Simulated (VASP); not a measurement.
# Co (P6_3/mmc) in VASP: notebook

Runs on Co. Level: PBEsol. Tasks: single point.

Everything below comes from runs of VASP 6.6.1. Logs are shortened: lines on timing, memory, paths and dates and some standing lists are left out, and cuts for length are marked.

## 1. The cell of the first run

The structure is hexagonal, space group P6_3/mmc (No. 194). Conventional cell: a = 2.374 Å, b = 2.374 Å, c = 3.967 Å, α = 90.00°, β = 90.00°, γ = 120.00°. Co (site symmetry -6m2) has 12 Co at 2.37 to 2.41 Å within 3.1 Å.

## 2. Single point, PBEsol, collinear spin, ferromagnetic start

The input, INCAR:

```
PREC     = Accurate       # precision mode
ENCUT    = 520            # plane-wave cutoff, eV
EDIFF    = 1E-7           # SCF threshold, eV
ISMEAR   = 0              # smearing method
SIGMA    = 0.15           # smearing width, eV
LREAL    = F              # projectors in reciprocal space
LASPH    = T              # aspherical terms in the spheres
NELM     = 150            # most SCF steps
ALGO     = Normal         # electronic algorithm
ISIF     = 2              # what is computed and relaxed
LWAVE    = F              # write WAVECAR
LCHARG   = F              # write CHGCAR
ISPIN    = 2              # spin polarisation
MAGMOM   = 1.79 1.79      # initial moments
LORBIT   = 11             # projections on sites
LMAXMIX  = 4              # l up to which the mixer works
GGA      = PS             # functional
NBANDS   = 20             # bands
```

The input, KPOINTS:

```
Automatic mesh
0
Gamma
  21 21 12
```

The input, POSCAR:

```
Co
1.0
    2.3737000000      0.0000000000      0.0000000000
   -1.1868500000      2.0556845010      0.0000000000
    0.0000000000      0.0000000000      3.9673513066
Co
2
Direct
    0.3333333333      0.6666666667      0.2500000000
    0.6666666667      0.3333333333      0.7500000000
```

Potentials or basis: VASP PAW PBE potentials, release 64 (Co).

On the command line:

```sh
$ cat potpaw_PBE.64/Co/POTCAR > POTCAR
$ mpirun -np 1 vasp_std > vasp.out
```

OUTCAR:

```text
PREC = Accurate
   ENCUT = 520
   EDIFF = 1E-7
   ISMEAR = 0
   LREAL = F
   LASPH = T
   NELM = 150
   ISIF = 2
   ISPIN = 2
   LORBIT = 11
   GGA = PS

 ion  position               nearest neighbor table
   1  0.333  0.667  0.250-   2 2.41   2 2.41   2 2.41   2 2.41   2 2.41   2 2.41
   2  0.667  0.333  0.750-   1 2.41   1 2.41   1 2.41   1 2.41   1 2.41   1 2.41

  LATTYP: Found a hexagonal cell.
 ALAT       =     2.3737000000
 C/A-ratio  =     1.6713785679

  Lattice vectors:

 A1 = (   2.3737000000,   0.0000000000,   0.0000000000)
 A2 = (  -1.1868500000,   2.0556845010,   0.0000000000)
 A3 = (   0.0000000000,   0.0000000000,   3.9673513066)

Analysis of symmetry for initial positions (statically):
=====================================================================
 Subroutine PRICEL returns:
 Original cell was already a primitive cell.

 Routine SETGRP: Setting up the symmetry group for a
 hexagonal supercell.

 Subroutine GETGRP returns: Found 24 space group operations
 (whereof 12 operations were pure point group operations)
 out of a pool of 24 trial point group operations.

The static configuration has the point symmetry D_3d.
 The point group associated with its full space group is D_6h.

Analysis of symmetry for dynamics (positions and initial velocities):
=====================================================================
 Subroutine PRICEL returns:
 Original cell was already a primitive cell.

 Routine SETGRP: Setting up the symmetry group for a
 hexagonal supercell.

 Subroutine GETGRP returns: Found 24 space group operations
 (whereof 12 operations were pure point group operations)
 out of a pool of 24 trial point group operations.

The dynamic configuration has the point symmetry D_3d.
 The point group associated with its full space group is D_6h.

Analysis of structural, dynamic, and magnetic symmetry:
=====================================================================
 Subroutine PRICEL returns:
 Original cell was already a primitive cell.

 Routine SETGRP: Setting up the symmetry group for a
 hexagonal supercell.

 Subroutine GETGRP returns: Found 24 space group operations
 (whereof 12 operations were pure point group operations)
 out of a pool of 24 trial point group operations.

The overall configuration has the point symmetry D_3d.
 The point group associated with its full space group is D_6h.

 Subroutine INISYM returns: Found 24 space group operations
 (whereof 12 operations are pure point group operations),
 and found     1 'primitive' translations

----------------------------------------------------------------------------------------

                                     Primitive cell

  volume of cell :      19.3590

  direct lattice vectors                    reciprocal lattice vectors
     2.373700000  0.000000000  0.000000000     0.421283229  0.243227985  0.000000000
    -1.186850000  2.055684501  0.000000000     0.000000000  0.486455971  0.000000000
     0.000000000  0.000000000  3.967351307     0.000000000  0.000000000  0.252057336

  length of vectors
     2.373700000  2.373700000  3.967351307     0.486455971  0.486455971  0.252057336

  position of ions in fractional coordinates (direct lattice)
     0.333333333  0.666666667  0.250000000
     0.666666667  0.333333333  0.750000000

  ion indices of the primitive-cell ions
   primitive index   ion index
                 1           1
                 2           2

----------------------------------------------------------------------------------------

 KPOINTS: Automatic mesh

Automatic generation of k-mesh.
 Grid dimensions read from file:
 generate k-points for:   21   21   12

 Generating k-lattice:

  Cartesian coordinates                     Fractional coordinates (reciprocal lattice)
     0.020061106  0.011582285  0.000000000     0.047619048 -0.000000000  0.000000000
     0.000000000  0.023164570  0.000000000     0.000000000  0.047619048  0.000000000
     0.000000000  0.000000000  0.021004778     0.000000000  0.000000000  0.083333333

  Length of vectors
     0.023164570  0.023164570  0.021004778

  Shift w.r.t. Gamma in fractional coordinates (k-lattice)
     0.000000000  0.000000000  0.000000000

 Subroutine IBZKPT returns following result:
 ===========================================

 Found    336 irreducible k-points:

 Following reciprocal coordinates:
            Coordinates               Weight
  0.000000  0.000000  0.000000      1.000000
  0.047619 -0.000000  0.000000      6.000000
  0.095238 -0.000000  0.000000      6.000000
  0.142857  0.000000  0.000000      6.000000
  0.190476 -0.000000  0.000000      6.000000
  0.238095 -0.000000  0.000000      6.000000
[... 16 lines left out ...]
  0.142857  0.095238  0.000000     12.000000
  0.190476  0.095238  0.000000     12.000000
 [... further k-points ...]
   k-points           NKPTS =    336   k-points in BZ     NKDIM =    336   number of bands    NBANDS=     20
   number of dos      NEDOS =    301   number of ions     NIONS =      2
   total plane-waves  NPLWV =   9720
   dimension x,y,z NGX =    18 NGY =   18 NGZ =   30
   dimension x,y,z NGXF=    36 NGYF=   36 NGZF=   60
   ions per type =               2
   NGX,Y,Z   is equivalent  to a cutoff of  12.61, 12.61, 12.57 a.u.
   NGXF,Y,Z  is equivalent  to a cutoff of  25.21, 25.21, 25.14 a.u.
 SYSTEM =  unknown system
   PREC   = accura    normal or accurate (medium, high low for compatibility)
   ISTART =      0    job   : 0-new  1-cont  2-samecut
   ICHARG =      2    charge: 1-file 2-atom 10-const
   ISPIN  =      2    spin polarized calculation?
   LNONCOLLINEAR =      F non collinear calculations
   LSORBIT =      F    spin-orbit coupling
   LASPH  =      T    aspherical Exc in radial PAW
   ENCUT  =  520.0 eV  38.22 Ry    6.18 a.u.   4.41  4.41  7.38*2*pi/ulx,y,z
   NELM   =    150;   NELMIN=  2; NELMDL= -5     # of ELM steps
   EDIFF  = 0.1E-06   stopping-criterion for ELM
   LREAL  =      F    real-space projection
   EDIFFG = 0.1E-05   stopping-criterion for IOM
   NSW    =      0    number of steps for IOM
   IBRION =     -1    ionic relax: 0-MD 1-quasi-New 2-CG
   NFREE  =      0    steps in history (QN), initial steepest desc. (CG)
   ISIF   =      2    stress and relaxation
   ISYM   =      2    0-nonsym 1-usesym 2-fastsym
   POTIM  = 0.5000    time-step for ionic-motion
   TEBEG  =    0.0;   TEEND  =   0.0 temperature during run
   PSTRESS=    0.0 pullay stress
   NELECT =      18.0000    total number of electrons
   NUPDOWN=      -1.0000    fix difference up-down
   EMIN   =  10.00;   EMAX   =-10.00  energy-range for DOS
   EFERMI =   0.00;   METHOD = LEGACY
   ISMEAR =     0;   SIGMA  =   0.15  broadening in eV -4-tet -1-fermi 0-gaus
   EFERMI_NEDOS =   21; number of points for ismear=-14 and -15
   IALGO  =     38    algorithm
   IMIX   =      4    mixing-type and parameters
     AMIX     =   0.40;   BMIX     =  1.00
     AMIX_MAG =   1.60;   BMIX_MAG =  1.00
  volume/ion in A,a.u.               =       9.68        65.32
  Fermi-wavevector in a.u.,A,eV,Ry     =   1.597857  3.019513 34.737691  2.553148
  Thomas-Fermi vector in A             =   2.695398
   LORBIT       =     11    0 simple, 1 ext, 2 COOP (PROOUT), +10 PAW based schemes
   GGA     = PS    functional components
   LHFCALC =     F    Hartree Fock is set to
   AEXX    =    0.0000 exact exchange contribution
   IVDW    =     0    specifies the selected vdW correction
   LEPSILON=     F    determine dielectric tensor
   LRPA    =     F    only Hartree local field effects (RPA)
 spin polarized calculation
 Gauss-broadening in eV      SIGMA  =   0.15
  energy-cutoff  :      520.00
  volume of cell :       19.36
 maximum number of plane-waves:       549
 NGX is ok and might be reduce to    18
   NGX =  9   NGY =  9   NGZ = 15

 number of electron      18.0000008 magnetization       3.0537870

 Free energy of the ion-electron system (eV)
  ---------------------------------------------------
  ext. energy  EPLUGINS =         0.00000000
  ---------------------------------------------------
  free energy    TOTEN  =       -15.39141861 eV

  energy without entropy =      -15.37305102  energy(sigma->0) =      -15.38223482

 E-fermi :  11.7857     XC(G=0): -14.2677

 val. band max:       11.7853179966   @ k =   0.1905   0.0476   0.1667
 cond. band min:      11.7884707146   @ k =   0.2381   0.1429   0.3333
 fundamental gap:      0.0031527180
 Fermi energy:        11.7857253904

 spin component 1

 k-point     1 :       0.0000    0.0000    0.0000
  band No.  band energies     occupation
      1       2.1169      1.00000
      2       6.0358      1.00000
      3       8.8279      1.00000
      4       9.0666      1.00000
      5       9.0666      1.00000
      6       9.4039      1.00000
[... 12 lines left out ...]
     19      40.3765      0.00000
     20      40.3765      0.00000
[... 507 lines left out ...]
 k-point    24 :       0.1905    0.0952    0.0000
  band No.  band energies     occupation
      1       4.3881      1.00000
      2       7.1186      1.00000
      3       7.8621      1.00000
      4       8.0875      1.00000
      5       8.9735      1.00000
      6       9.1909      1.00000
[... 12 lines left out ...]
     19      39.0049      0.00000
     20      40.4296      0.00000

 [... further k-points ...]

 spin component 2

 k-point     1 :       0.0000    0.0000    0.0000
  band No.  band energies     occupation
      1       2.2051      1.00000
      2       6.9230      1.00000
      3      10.3287      1.00000
      4      10.5901      1.00000
      5      10.5901      1.00000
      6      10.9748      1.00000
[... 12 lines left out ...]
     19      40.7310      0.00000
     20      40.7310      0.00000
[... 507 lines left out ...]
 k-point    24 :       0.1905    0.0952    0.0000
  band No.  band energies     occupation
      1       4.5194      1.00000
      2       8.1942      1.00000
      3       8.8943      1.00000
      4       9.3888      1.00000
      5      10.4179      1.00000
      6      10.7456      1.00000
[... 12 lines left out ...]
     19      39.2937      0.00000
     20      40.8793      0.00000

 [... further k-points ...]

------------------------ aborting loop because EDIFF is reached ----------------------------------------

  FORCE on cell =-STRESS in cart. coord.  units (eV):
  Direction    XX          YY          ZZ          XY          YZ          ZX
  --------------------------------------------------------------------------------------
  -------------------------------------------------------------------------------------
  Total        2.9085730      2.9085730      1.1349724     -0.0000000      0.0000000     -0.0000000
  in kB      240.7174632    240.7174632     93.9318627     -0.0000000      0.0000000     -0.0000000
  external PRESSURE =     191.7889297 kB  Pullay stress =       0.0000000 kB

 VOLUME and BASIS-vectors are now :
 -----------------------------------------------------------------------------
  energy-cutoff  :      520.00
  volume of cell :       19.36
      direct lattice vectors                 reciprocal lattice vectors
     2.373700000  0.000000000  0.000000000     0.421283229  0.243227985  0.000000000
    -1.186850000  2.055684501  0.000000000     0.000000000  0.486455971  0.000000000
     0.000000000  0.000000000  3.967351307     0.000000000  0.000000000  0.252057336

 POSITION                                       TOTAL-FORCE (eV/Angst)
 -----------------------------------------------------------------------------------
     -0.00000      1.37046      0.99184        -0.000000     -0.000000      0.000000
      1.18685      0.68523      2.97551         0.000000      0.000000      0.000000
 -----------------------------------------------------------------------------------
    total drift:                                0.000000     -0.000000     -0.000000

  FREE ENERGIE OF THE ION-ELECTRON SYSTEM (eV)
  ---------------------------------------------------
  free  energy   TOTEN  =       -15.3914186141 eV

  energy  without entropy=      -15.3730510175  energy(sigma->0) =      -15.38223482

 total charge

# of ion       s       p       d       tot
------------------------------------------
    1        0.541   0.633   7.347   8.521
    2        0.541   0.633   7.347   8.521
--------------------------------------------------
tot          1.082   1.266  14.695  17.043

 magnetization (x)

# of ion       s       p       d       tot
------------------------------------------
    1       -0.015  -0.051   1.587   1.521
    2       -0.015  -0.051   1.587   1.521
--------------------------------------------------
tot         -0.030  -0.101   3.173   3.042
```

Run time: 5.1 min. Hardware: 1 thread of Oxide Virtual Turin-like, shared host; peak memory 0.25 GiB.

What came out:

| Property | Result |
| --- | --- |
| Free energy | -15.3914 eV |
| Pressure | 19.2 GPa |
| Net moment | 3.05 μB per cell |
| Site moments | Co +1.52 μB |
| Valence electrons inside the program's atomic spheres | Co 8.52 |

Levels at points of the mesh, in eV from the Fermi level:
Spin up:
```
           k point  band 6  band 7  band 8  band 9  band 10  band 11  band 12  band 13  band 14  band 15
(0.00, 0.00, 0.00)   -2.38   -2.38   -1.81   -1.81    -0.63    -0.63    -0.59     6.92    23.33    25.63
(0.00, 0.00, 0.50)   -2.76   -2.76   -2.76   -0.99    -0.99    -0.99    -0.99    15.46    15.46    24.10
```
Spin down:
```tsv
k point	band 3	band 4	band 5	band 6	band 7	band 8	band 9	band 10	band 11	band 12
(0.00, 0.00, 0.00)	-1.46	-1.20	-1.20	-0.81	-0.81	-0.54	-0.12	-0.12	1.16	1.16
(0.00, 0.00, 0.50)	-2.01	-2.01	-1.23	-1.23	-1.23	-1.23	0.77	0.77	0.77	0.77
```

Caveat: the stress differs along the axes, from 9 to 24 GPa; the PAW data sets were made with another functional, which shifts forces and pressure a little.

## 3. Single point, PBEsol, collinear spin, ferromagnetic start

This run uses another cell than the first one, of 9.72 Å³/atom.

The input, INCAR:

```
  ALGO = Normal
  EDIFF = 1E-7
  ENCUT = 520
  GGA = PS
  ISIF = 2
  ISMEAR = 0
  ISPIN = 2
  LASPH = True
  LCHARG = True
  LELF = True
  LMAXMIX = 4
  LORBIT = 11
  LREAL = False
  LVHAR = True
  LWAVE = False
  MAGMOM = 1.79 1.79
  NBANDS = 20
  NELM = 150
  PREC = Accurate
  SIGMA = 0.15
```

The input, KPOINTS:

```
k-points
0
Gamma
  21 21 12
```

The input, POSCAR:

```
Co
1.0
    2.4801000000      0.0000000000      0.0000000000
   -1.2400500000      2.1478296039      0.0000000000
    0.0000000000      0.0000000000      3.6500000000
Co
2
Direct
    0.3333333333      0.6666666667      0.2500000000
    0.6666666667      0.3333333333      0.7500000000
```

Potentials or basis: VASP PAW PBE potentials, release 64 (Co).

On the command line:

```sh
$ cat potpaw_PBE.64/Co/POTCAR > POTCAR
$ mpirun -np 1 vasp_std > vasp.out
```

Wall time 4.5 min (1 thread of Oxide Virtual Turin-like, shared host); peak memory 0.24 GiB.

It converged, with:

* Free energy: -15.2860 eV
* Pressure: 19.0 GPa
* Net moment: 2.92 μB per cell
* Site moments: Co +1.46 μB
* Valence electrons inside the program's atomic spheres: Co 8.53

Stress tensor (GPa, compression positive):
```
 7.61  0.00  0.00
 0.00  7.61  0.00
 0.00  0.00 41.85
```

Levels at points of the mesh, in eV from the Fermi level:
Spin up:
| k point | band 7 | band 8 | band 9 | band 10 | band 11 | band 12 | band 13 | band 14 |
| --- | --- | --- | --- | --- | --- | --- | --- | --- |
| (0.00, 0.00, 0.00) | -2.23 | -2.23 | -2.18 | -0.49 | -0.49 | 1.11 | 8.92 | 21.61 |
| (0.00, 0.00, 0.50) | -2.72 | -2.72 | -0.83 | -0.83 | -0.83 | -0.83 | 18.84 | 18.84 |
Spin down:
```csv
k point,band 4,band 5,band 6,band 7,band 8,band 9,band 10,band 11
"(0.00, 0.00, 0.00)",-1.27,-0.75,-0.75,-0.68,-0.68,-0.59,1.14,1.14
"(0.00, 0.00, 0.50)",-1.54,-1.54,-1.54,-1.40,-1.40,0.80,0.80,0.80
```

Caveat: the stress differs along the axes, from 8 to 42 GPa; the PAW data sets were made with another functional, which shifts forces and pressure a little.
